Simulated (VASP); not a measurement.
## Si3N4: single point with PBE

Crystal: Si3N4.

```
Si N
1.0
     7.60566    0.00000    0.00000
    -3.80283    6.58670    0.00000
     0.00000    0.00000    2.87659
Si N
6 8
Direct
  0.23119 0.82471 0.75000
  0.40647 0.23119 0.25000
  0.82471 0.59353 0.25000
  0.17529 0.40647 0.75000
  0.59353 0.76881 0.75000
  0.76881 0.17529 0.25000
  0.33333 0.66667 0.75000
  0.66667 0.33333 0.25000
  0.96981 0.66977 0.75000
  0.30004 0.96981 0.25000
  0.66977 0.69996 0.25000
  0.33023 0.30004 0.75000
  0.03019 0.33023 0.25000
  0.69996 0.03019 0.75000
```

This cell differs from its parent crystal: uniaxial z strain -1.0%.

| Quantity | Value |
| --- | --- |
| Program | VASP 6.6.1 |
| Task | single point |
| Functional | PBE |
| Potentials or basis | VASP PAW PBE potentials, release 64 (Si, N) |
| Cutoff | 520 eV |
| k mesh | 6 × 6 × 8 |
| Occupations | fermi-dirac, width 0.02 eV |
| Spin | no spin polarisation |
| Dipole correction | no |
| Further INCAR settings | ALGO = Normal; EDIFF = 1e-07; NBANDS = 45 |

```json
{
 "Pressure": "8.1 GPa",
 "Largest force": "0.050 eV/Å",
 "Band gap on the k mesh": "4.54 eV, indirect (least direct gap 4.67 eV)"
}
```

Forces on the atoms (eV/Å):
```
Si   0.027  0.023  0.000
Si  -0.006  0.034  0.000
Si   0.033 -0.012  0.000
Si  -0.033  0.012  0.000
Si   0.006 -0.034  0.000
Si  -0.027 -0.023  0.000
N    0.000  0.000  0.000
N    0.000  0.000  0.000
N    0.038  0.033  0.000
N   -0.010  0.049  0.000
N    0.048 -0.016  0.000
N   -0.048  0.016  0.000
N   -0.038 -0.033  0.000
N    0.010 -0.049  0.000
```

Stress tensor (GPa, compression positive):
```
 6.55  0.00  0.00
 0.00  6.55  0.00
 0.00  0.00 11.20
```

Levels at points of the mesh, in eV from the valence-band top:
| k point | band 30 | band 31 | band 32 | band 33 | band 34 | band 35 |
| --- | --- | --- | --- | --- | --- | --- |
| (0.00, 0.00, 0.00) | -0.40 | -0.38 | -0.12 | 4.54 | 4.91 | 5.08 |
| (0.50, 0.00, 0.00) | -0.80 | -0.26 | -0.18 | 4.77 | 4.92 | 5.10 |
| (0.00, 0.00, 0.50) | -1.63 | -1.35 | -1.35 | 4.70 | 4.70 | 4.70 |
| (0.50, 0.00, 0.50) | -1.51 | -1.06 | -1.06 | 4.77 | 4.77 | 5.88 |

It took 5.4 min on 1 thread of Intel(R) Xeon(R) Platinum 8259CL CPU @ 2.50GHz (Skylake/Cascade Lake), with other jobs on the host, peak memory 0.38 GiB.

Caveat: the cell differs from its parent crystal (uniaxial z strain -1.0%). A k mesh can miss the band edges.
